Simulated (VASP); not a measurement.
# Ge4H in VASP: notebook

Ge4H is run at these levels: PBE+D3(BJ); tasks: single point.

Program: VASP 6.6.1. These are calculated values, not measurements. Logs are shortened: lines on timing, memory, paths and dates and some standing lists are left out, and cuts for length are marked.

### Step 1. The cell of the first run

The cell holds a slab with vacuum, 5 atoms: a = 4.030 Å, b = 4.030 Å, c = 21.642 Å, α = 90.00°, β = 90.00°, γ = 90.00°.

### Step 2. Single point, PBE+D3(BJ)

INCAR

```
ALGO = Normal ; DIPOL = 0.5 0.5 0.328
EDIFF = 1E-7 ; ENCUT = 520
GGA = PE ; IDIPOL = 3
ISIF = 2 ; ISMEAR = 0
IVDW = 12 ; LASPH = True
LCHARG = True ; LDIPOL = True
LELF = True ; LREAL = False
LVACPOTAV = True ; LVHAR = True
LWAVE = False ; NBANDS = 36
NELM = 60 ; PREC = Accurate
SIGMA = 0.1
```

KPOINTS

```
k-points
0
Gamma
  7 7 1
```

POSCAR

```
Ge4H
1.0
    4.0303587907      0.0000000000      0.0000000000
    0.0000000000      4.0303587907      0.0000000000
    0.0000000000      0.0000000000     21.6416627718
Ge H
4 1
Direct
    0.0000000000      0.5000000000      0.1848286817
    0.0000000000      0.0000000000      0.2506714513
    0.5000000000      0.0000000000      0.3196569899
    0.5000000000      0.5000000000      0.3854446333
    0.7500000000      0.6250000000      0.5009625594
```

Potentials or basis: VASP PAW PBE potentials, release 64 (Ge_d, H).

Run with:

```
> cat potpaw_PBE.64/Ge_d/POTCAR potpaw_PBE.64/H/POTCAR > POTCAR
> mpirun -np 1 vasp_std > vasp.out
```

OUTCAR:

```text
EDIFF = 1E-7
   ENCUT = 520
   GGA = PE
   ISIF = 2
   ISMEAR = 0
   IVDW = 12
   LASPH = True
   LREAL = False
   NELM = 60
   PREC = Accurate
 IVDW          = 12

 ion  position               nearest neighbor table
   1  0.000  0.500  0.185-   2 2.47   2 2.47
   2  0.000  0.000  0.251-   1 2.47   1 2.47   3 2.51   3 2.51
   3  0.500  0.000  0.320-   4 2.47   4 2.47   2 2.51   2 2.51
   4  0.500  0.500  0.385-   3 2.47   3 2.47
   5  0.750  0.625  0.501-

  LATTYP: Found a simple tetragonal cell.
 ALAT       =     4.0303587907
 C/A-ratio  =     5.3696615849

  Lattice vectors:

 A1 = (   4.0303587907,   0.0000000000,   0.0000000000)
 A2 = (   0.0000000000,   4.0303587907,   0.0000000000)
 A3 = (   0.0000000000,   0.0000000000,  21.6416627718)

Analysis of symmetry for initial positions (statically):
=====================================================================
 Subroutine PRICEL returns:
 Original cell was already a primitive cell.

 Routine SETGRP: Setting up the symmetry group for a
 simple tetragonal supercell.

 Subroutine GETGRP returns: Found  1 space group operations
 (whereof  1 operations were pure point group operations)
 out of a pool of 16 trial point group operations.

The static configuration has the point symmetry C_1 .

Analysis of symmetry for dynamics (positions and initial velocities):
=====================================================================
 Subroutine PRICEL returns:
 Original cell was already a primitive cell.

 Routine SETGRP: Setting up the symmetry group for a
 simple tetragonal supercell.

 Subroutine GETGRP returns: Found  1 space group operations
 (whereof  1 operations were pure point group operations)
 out of a pool of 16 trial point group operations.

The dynamic configuration has the point symmetry C_1 .

 Subroutine INISYM returns: Found  1 space group operations
 (whereof  1 operations are pure point group operations),
 and found     1 'primitive' translations

----------------------------------------------------------------------------------------

                                     Primitive cell

  volume of cell :     351.5427

  direct lattice vectors                    reciprocal lattice vectors
     4.030358791  0.000000000  0.000000000     0.248116868  0.000000000  0.000000000
     0.000000000  4.030358791  0.000000000     0.000000000  0.248116868  0.000000000
     0.000000000  0.000000000 21.641662772     0.000000000  0.000000000  0.046207170

  length of vectors
     4.030358791  4.030358791 21.641662772     0.248116868  0.248116868  0.046207170

  position of ions in fractional coordinates (direct lattice)
     0.000000000  0.500000000  0.184828682
     0.000000000  0.000000000  0.250671451
     0.500000000  0.000000000  0.319656990
     0.500000000  0.500000000  0.385444633
     0.750000000  0.625000000  0.500962559

  ion indices of the primitive-cell ions
   primitive index   ion index
                 1           1
                 2           2
                 3           3
                 4           4
                 5           5

----------------------------------------------------------------------------------------

 KPOINTS: k-points

Automatic generation of k-mesh.
 Grid dimensions read from file:
 generate k-points for:    7    7    1

 Generating k-lattice:

  Cartesian coordinates                     Fractional coordinates (reciprocal lattice)
     0.035445267  0.000000000  0.000000000     0.142857143  0.000000000  0.000000000
     0.000000000  0.035445267  0.000000000     0.000000000  0.142857143  0.000000000
     0.000000000  0.000000000  0.046207170     0.000000000  0.000000000  1.000000000

  Length of vectors
     0.035445267  0.035445267  0.046207170

  Shift w.r.t. Gamma in fractional coordinates (k-lattice)
     0.000000000  0.000000000  0.000000000

 Subroutine IBZKPT returns following result:
 ===========================================

 Found     25 irreducible k-points:

 Following reciprocal coordinates:
            Coordinates               Weight
  0.000000  0.000000  0.000000      1.000000
  0.142857  0.000000  0.000000      2.000000
  0.000000  0.142857  0.000000      2.000000
  0.285714  0.000000  0.000000      2.000000
  0.000000  0.285714  0.000000      2.000000
  0.428571  0.000000  0.000000      2.000000
[... 16 lines left out ...]
  0.285714  0.428571  0.000000      2.000000
  0.428571  0.428571  0.000000      2.000000
   k-points           NKPTS =     25   k-points in BZ     NKDIM =     25   number of bands    NBANDS=     36
   number of dos      NEDOS =    301   number of ions     NIONS =      5
   total plane-waves  NPLWV = 145800
   dimension x,y,z NGX =    30 NGY =   30 NGZ =  162
   dimension x,y,z NGXF=    60 NGYF=   60 NGZF=  324
   ions per type =               4   1
   NGX,Y,Z   is equivalent  to a cutoff of  12.37, 12.37, 12.44 a.u.
   NGXF,Y,Z  is equivalent  to a cutoff of  24.75, 24.75, 24.89 a.u.
 SYSTEM =  unknown system
   PREC   = accura    normal or accurate (medium, high low for compatibility)
   ISTART =      0    job   : 0-new  1-cont  2-samecut
   ICHARG =      2    charge: 1-file 2-atom 10-const
   ISPIN  =      1    spin polarized calculation?
   LNONCOLLINEAR =      F non collinear calculations
   LSORBIT =      F    spin-orbit coupling
   LASPH  =      T    aspherical Exc in radial PAW
   ENCUT  =  520.0 eV  38.22 Ry    6.18 a.u.   7.49  7.49 40.24*2*pi/ulx,y,z
   NELM   =     60;   NELMIN=  2; NELMDL= -5     # of ELM steps
   EDIFF  = 0.1E-06   stopping-criterion for ELM
   LREAL  =      F    real-space projection
   EDIFFG = 0.1E-05   stopping-criterion for IOM
   NSW    =      0    number of steps for IOM
   IBRION =     -1    ionic relax: 0-MD 1-quasi-New 2-CG
   NFREE  =      0    steps in history (QN), initial steepest desc. (CG)
   ISIF   =      2    stress and relaxation
   ISYM   =      2    0-nonsym 1-usesym 2-fastsym
   POTIM  = 0.5000    time-step for ionic-motion
   TEBEG  =    0.0;   TEEND  =   0.0 temperature during run
   PSTRESS=    0.0 pullay stress
   NELECT =      57.0000    total number of electrons
   NUPDOWN=      -1.0000    fix difference up-down
   EMIN   =  10.00;   EMAX   =-10.00  energy-range for DOS
   EFERMI =   0.00;   METHOD = LEGACY
   ISMEAR =     0;   SIGMA  =   0.10  broadening in eV -4-tet -1-fermi 0-gaus
   EFERMI_NEDOS =   21; number of points for ismear=-14 and -15
   IALGO  =     38    algorithm
   IMIX   =      4    mixing-type and parameters
     AMIX     =   0.40;   BMIX     =  1.00
     AMIX_MAG =   1.60;   BMIX_MAG =  1.00
  volume/ion in A,a.u.               =      70.31       474.47
  Fermi-wavevector in a.u.,A,eV,Ry     =   0.892703  1.686964 10.842742  0.796919
  Thomas-Fermi vector in A             =   2.014686
   LORBIT       =      0    0 simple, 1 ext, 2 COOP (PROOUT), +10 PAW based schemes
   GGA     = PE    functional components
   LHFCALC =     F    Hartree Fock is set to
   AEXX    =    0.0000 exact exchange contribution
   IVDW    =    12    specifies the selected vdW correction
   LEPSILON=     F    determine dielectric tensor
   LRPA    =     F    only Hartree local field effects (RPA)
 non-spin polarized calculation
 Gauss-broadening in eV      SIGMA  =   0.10
  energy-cutoff  :      520.00
  volume of cell :      351.54
 maximum number of plane-waves:      9517
 NGX is ok and might be reduce to    30
   NGX = 15   NGY = 15   NGZ = 81

 dipolmoment           0.000000      0.000000     -0.022155 electrons x Angstroem

 number of electron      56.9999905 magnetization

 dipolmoment           0.000000      0.000000      0.097553 electrons x Angstroem

 Free energy of the ion-electron system (eV)
  ---------------------------------------------------
  ext. energy  EPLUGINS =         0.00000000
  ---------------------------------------------------
  free energy    TOTEN  =       -16.71316085 eV

  energy without entropy =      -16.70061890  energy(sigma->0) =      -16.70688987

 E-fermi :  -2.8171     XC(G=0):  -3.7341

 val. band max:       -2.8515906337   @ k =   0.4286   0.4286   0.0000
 cond. band min:      -2.7797627541   @ k =   0.2857   0.1429   0.0000
 fundamental gap:      0.0718278796
 Fermi energy:        -2.8170574461

 k-point     1 :       0.0000    0.0000    0.0000
  band No.  band energies     occupation
      1     -27.4896      2.00000
      2     -27.4565      2.00000
      3     -27.4256      2.00000
      4     -27.4143      2.00000
      5     -27.3606      2.00000
      6     -27.1847      2.00000
[... 28 lines left out ...]
     35       1.6457      0.00000
     36       1.9306      0.00000

 k-point     2 :       0.1429    0.0000    0.0000
  band No.  band energies     occupation
      1     -27.4890      2.00000
      2     -27.4567      2.00000
      3     -27.4257      2.00000
      4     -27.4145      2.00000
      5     -27.3605      2.00000
      6     -27.1835      2.00000
[... 28 lines left out ...]
     35       1.7403      0.00000
     36       2.0900      0.00000

 k-point     3 :       0.0000    0.1429    0.0000
  band No.  band energies     occupation
      1     -27.4897      2.00000
      2     -27.4572      2.00000
      3     -27.4259      2.00000
      4     -27.4144      2.00000
      5     -27.3577      2.00000
      6     -27.1843      2.00000
[... 28 lines left out ...]
     35       1.3105      0.00000
     36       2.2391      0.00000
[... 742 lines left out ...]
 k-point    23 :       0.2857    0.4286    0.0000
  band No.  band energies     occupation
      1     -27.4889      2.00000
      2     -27.4603      2.00000
      3     -27.4211      2.00000
      4     -27.4074      2.00000
      5     -27.3645      2.00000
      6     -27.1730      2.00000
[... 28 lines left out ...]
     35       2.4716      0.00000
     36       3.3919      0.00000

 k-point    24 :       0.4286    0.4286    0.0000
  band No.  band energies     occupation
      1     -27.4878      2.00000
      2     -27.4607      2.00000
      3     -27.4214      2.00000
      4     -27.4076      2.00000
      5     -27.3645      2.00000
      6     -27.1571      2.00000
[... 28 lines left out ...]
     35       2.1937      0.00000
     36       3.3083      0.00000

 [... further k-points ...]

------------------------ aborting loop because EDIFF is reached ----------------------------------------

 Edisp (eV)   -0.89808

 E8    (eV) :    -0.4125

  FORCE on cell =-STRESS in cart. coord.  units (eV):
  Direction    XX          YY          ZZ          XY          YZ          ZX
  --------------------------------------------------------------------------------------
  -------------------------------------------------------------------------------------
  Total      -3.48140     0.34403    -3.62422    -0.32624    -0.89405    -1.22421
  in kB     -15.86668     1.56793   -16.51762    -1.48687    -4.07467    -5.57939
  external pressure =      -10.27 kB  Pullay stress =        0.00 kB

 VOLUME and BASIS-vectors are now :
 -----------------------------------------------------------------------------
  energy-cutoff  :      520.00
  volume of cell :      351.54
      direct lattice vectors                 reciprocal lattice vectors
     4.030358791  0.000000000  0.000000000     0.248116868  0.000000000  0.000000000
     0.000000000  4.030358791  0.000000000     0.000000000  0.248116868  0.000000000
     0.000000000  0.000000000 21.641662772     0.000000000  0.000000000  0.046207170

 POSITION                                       TOTAL-FORCE (eV/Angst)
 -----------------------------------------------------------------------------------
      0.00000      2.01518      4.00000        -0.051388      0.014848     -0.230927
      0.00000      0.00000      5.42495         0.122638      0.056735      0.259700
      2.01518      0.00000      6.91791         0.013235     -0.127638      0.152475
      2.01518      2.01518      8.34166         0.343878      0.394386      1.262892
      3.02277      2.51897     10.84166        -0.428362     -0.338330     -1.444140
 -----------------------------------------------------------------------------------
    total drift:                               -0.000045     -0.000009     -0.001595

  FREE ENERGIE OF THE ION-ELECTRON SYSTEM (eV)
  ---------------------------------------------------
  free  energy   TOTEN  =       -17.6112363982 eV

  energy  without entropy=      -17.5986944460  energy(sigma->0) =      -17.60496542

 vacuum level on the upper side and lower side of the slab         3.232         2.146
```

It took 6.5 min on 1 thread of Intel Xeon 6975P-C (Granite Rapids), shared host; peak memory 0.52 GiB.

Results:

- Free energy: -17.6112 eV
- Largest force: 1.544 eV/Å
- Band gap on the k mesh: zero (an odd number of electrons rules out a gap without spin polarisation)
- Dispersion energy per atom: -0.180 eV

Forces in eV/Å, atoms in the order of the input:
```
Ge  -0.051  0.015 -0.231
Ge   0.123  0.057  0.260
Ge   0.013 -0.128  0.152
Ge   0.344  0.394  1.263
H   -0.428 -0.338 -1.444
```

### Step 3. Single point, PBE+D3(BJ)

INCAR

```
SYSTEM = Ge4H
PREC = Accurate
ENCUT = 520
EDIFF = 1E-6
ISMEAR = 0
SIGMA = 0.1
LREAL = .False.
LASPH = .True.
NELM = 80
ALGO = Normal
ISIF = 2
LWAVE = .False.
LCHARG = .True.
LDIPOL = .True.
IDIPOL = 3
DIPOL = 0.5 0.5 0.328
GGA = PE
IVDW = 12
LELF = .True.
LVHAR = .True.
LVACPOTAV = .True.
NBANDS = 36
```

KPOINTS

```
Automatic mesh
0
Gamma
  7 7 1
  0 0 0
```

Edit POSCAR of step 2 so:

```diff
@@ -12,2 +12,2 @@
     0.5000000000      0.5000000000      0.3854446333
-    0.7500000000      0.6250000000      0.5009625594
+    0.7500000000      0.8750000000      0.5009625594
```

Potentials or basis: VASP PAW PBE potentials, release 64 (Ge_d, H).

Run with:

```
> cat potpaw_PBE.64/Ge_d/POTCAR potpaw_PBE.64/H/POTCAR > POTCAR
> mpirun -np 1 vasp_std > vasp.out
```

Wall time 5.7 min (1 thread of Intel Xeon 6975P-C (Granite Rapids), shared host); peak memory 0.51 GiB.

Results (log left out):

| Item | Value |
| --- | --- |
| Free energy | -17.1309 eV |
| Largest force | 0.960 eV/Å |
| Band gap on the k mesh | zero (an odd number of electrons rules out a gap without spin polarisation) |
| Dispersion energy per atom | -0.180 eV |

Forces in eV/Å, atoms in the order of the input:
```
Ge  -0.047  0.047 -0.148
Ge   0.099  0.068  0.236
Ge  -0.003 -0.185 -0.062
Ge   0.157  0.508  0.799
H   -0.206 -0.437 -0.825
```

Levels at points of the mesh, in eV from the Fermi level:
| k point | band 25 | band 26 | band 27 | band 28 | band 29 | band 30 | band 31 | band 32 |
| --- | --- | --- | --- | --- | --- | --- | --- | --- |
| (0.00, 0.00, 0.00) | -1.77 | -1.51 | -0.72 | -0.35 | 0.96 | 1.30 | 1.91 | 2.07 |

### Step 4. Single point, PBE+D3(BJ)

INCAR

```
ALGO     = Normal         # electronic algorithm
DIPOL    = 0.5 0.5 0.328
EDIFF    = 1E-6           # SCF threshold, eV
ENCUT    = 520            # plane-wave cutoff, eV
GGA      = PE             # functional
IDIPOL   = 3            
ISIF     = 2              # what is computed and relaxed
ISMEAR   = 0              # smearing method
IVDW     = 12             # dispersion correction
LASPH    = T              # aspherical terms in the spheres
LCHARG   = T              # write CHGCAR
LDIPOL   = T            
LELF     = T              # ELF
LREAL    = F              # projectors in reciprocal space
LVACPOTAV= T            
LVHAR    = T            
LWAVE    = F              # write WAVECAR
NBANDS   = 36             # bands
NELM     = 100            # most SCF steps
PREC     = Accurate       # precision mode
SIGMA    = 0.1            # smearing width, eV
```

KPOINTS

```
k-points
0
Gamma
  7 7 1
```

Edit POSCAR of step 3 so:

```diff
@@ -12,2 +12,2 @@
     0.5000000000      0.5000000000      0.3854446333
-    0.7500000000      0.8750000000      0.5009625594
+    0.8750000000      0.7500000000      0.5009625594
```

Run with:

```
> cat potpaw_PBE.64/Ge_d/POTCAR potpaw_PBE.64/H/POTCAR > POTCAR
> mpirun -np 1 vasp_std > vasp.out
```

Wall time 5.3 min (1 thread of Intel Xeon 6975P-C (Granite Rapids), shared host); peak memory 0.51 GiB.

Results (log left out):

```
Free energy                : -17.2372 eV
Largest force              : 1.049 eV/Å
Band gap on the k mesh     : zero (an odd number of electrons rules out a gap without spin polarisation)
Dispersion energy per atom : -0.180 eV
```

Forces in eV/Å, atoms in the order of the input:
```
Ge  -0.051  0.019 -0.189
Ge   0.094  0.077  0.265
Ge   0.002 -0.156 -0.001
Ge   0.192  0.467  0.863
H   -0.236 -0.407 -0.938
```

Levels at points of the mesh, in eV from the Fermi level:
| k point | band 24 | band 25 | band 26 | band 27 | band 28 | band 29 | band 30 | band 31 | band 32 | band 33 |
| --- | --- | --- | --- | --- | --- | --- | --- | --- | --- | --- |
| (0.00, 0.00, 0.00) | -2.83 | -1.77 | -1.51 | -0.71 | -0.35 | 0.98 | 1.28 | 1.90 | 2.06 | 2.48 |

### Step 5. Single point, PBE+D3(BJ)

INCAR

```
SYSTEM = Ge4H
ALGO = Normal
DIPOL = 0.5 0.5 0.328
EDIFF = 1E-6
ENCUT = 520
GGA = PE
IDIPOL = 3
ISIF = 2
ISMEAR = 0
IVDW = 12
LASPH = .TRUE.
LCHARG = .TRUE.
LDIPOL = .TRUE.
LELF = .TRUE.
LREAL = .FALSE.
LVACPOTAV = .TRUE.
LVHAR = .TRUE.
LWAVE = .FALSE.
NBANDS = 36
NELM = 80
PREC = Accurate
SIGMA = 0.1
```

KPOINTS

```
k-points
0
G
  7 7 1
  0 0 0
```

Edit POSCAR of step 4 so:

```diff
@@ -12,2 +12,2 @@
     0.5000000000      0.5000000000      0.3854446333
-    0.8750000000      0.7500000000      0.5009625594
+    0.6250000000      0.6250000000      0.5009625594
```

Run with:

```
> cat potpaw_PBE.64/Ge_d/POTCAR potpaw_PBE.64/H/POTCAR > POTCAR
> mpirun -np 1 vasp_std > vasp.out
```

It took 5.3 min on 1 thread of Intel Xeon 6975P-C (Granite Rapids), shared host; peak memory 0.53 GiB.

It converged, with:

```yaml
Free_energy: -17.8017 eV
Largest_force: 1.779 eV/Å
Band_gap_on_the_k_mesh: zero (an odd number of electrons rules out a gap without spin polarisation)
Dispersion_energy_per_atom: -0.179 eV
```

Forces on the atoms (eV/Å):
```
Ge  -0.023  0.020 -0.246
Ge   0.071  0.064  0.244
Ge   0.011 -0.157  0.243
Ge   0.232  0.481  1.465
H   -0.292 -0.409 -1.706
```

Levels at points of the mesh, in eV from the Fermi level:
| k point | band 25 | band 26 | band 27 | band 28 | band 29 | band 30 | band 31 | band 32 |
| --- | --- | --- | --- | --- | --- | --- | --- | --- |
| (0.00, 0.00, 0.00) | -1.86 | -1.60 | -0.97 | -0.42 | 1.07 | 1.25 | 1.81 | 1.99 |

### Step 6. Overview

```tsv
cell	gap on the mesh (eV)	largest force (eV/Å)
as given, atomic positions A	none	1.54
as given, atomic positions B	none	0.96
as given, atomic positions C	none	1.05
as given, atomic positions D	none	1.78
```

Alike in all rows: task single point; level PBE+D3(BJ); potentials or basis VASP PAW PBE potentials, release 64 (Ge_d, H); no spin polarisation; k mesh 7 × 7 × 1; cutoff (eV) 520; smearing gaussian 0.1 eV.

Absolute energies hang on the potentials; compare differences alone.

The gap in the log of VASP goes by the Fermi energy; the results here count the filled bands.